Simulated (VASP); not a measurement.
Set up this calculation in VASP 6.6.1, as the native input.

```yaml
Task: single point
Functional: PBE
Potentials_or_basis: VASP PAW PBE potentials, release 64 (Be, Si)
Cutoff: 520 eV
k_mesh: 6 × 6 × 1
Occupations: gaussian, width 0.15 eV
Spin: no spin polarisation
Dipole_correction: no
Further_INCAR_settings: ALGO = Normal; EDIFF = 1e-06; NBANDS = 26
```

The structure of Be12Si lies in POSCAR:

```
Be12Si
1.0
    4.5800000000      0.0000000000      0.0000000000
    2.2900000000      3.9663960000      0.0000000000
    0.0000000000      0.0000000000     16.5884300000
Be Si
12 1
Direct
    0.0000000000      0.0000000000      0.0602829804
    0.5000000000      0.0000000000      0.0602829804
    0.0000000000      0.5000000000      0.0602829804
    0.5000000000      0.5000000000      0.0602829804
   -0.1638663693      0.3367056643      0.1704585666
    0.3332129372      0.3286981431      0.1697489154
   -0.1712435898      0.8331518083      0.1695526943
    0.3339154687      0.8338852197      0.1664194864
   -0.0033765935      0.0064627939      0.2730550149
    0.4951866478     -0.0048348677      0.2891725136
    0.0058137063      0.5057389630      0.2825025635
    0.5058121939      0.4969350009      0.2734262977
    1.2216076758      0.7264859585      0.3881020084
```

These files were run (other wordings do the same):

INCAR

```
SYSTEM = Be12Si
PREC = Accurate
ENCUT = 520
EDIFF = 1E-6
ISMEAR = 0
SIGMA = 0.15
LREAL = .FALSE.
LASPH = .TRUE.
NELM = 100
ALGO = Normal
ISIF = 2
LWAVE = .FALSE.
LCHARG = .FALSE.
GGA = PE
NBANDS = 26
```

KPOINTS

```
Automatic mesh
0
G
  6 6 1
  0 0 0
```

Potentials or basis: VASP PAW PBE potentials, release 64 (Be, Si).

Run with:

```console
$ cat potpaw_PBE.64/Be/POTCAR potpaw_PBE.64/Si/POTCAR > POTCAR
$ mpirun -np 1 vasp_std > vasp.out
```

It gave:

```yaml
Largest_force: 0.315 eV/Å
Band_gap_on_the_k_mesh: zero (band 14 reaches -0.62 eV, above the bottom of band 15 at -0.66 eV)
```

Wall time 3 min on 1 thread of AMD EPYC 9R45 96-Core Processor (Zen 5), on a shared host, peak memory 0.42 GiB.
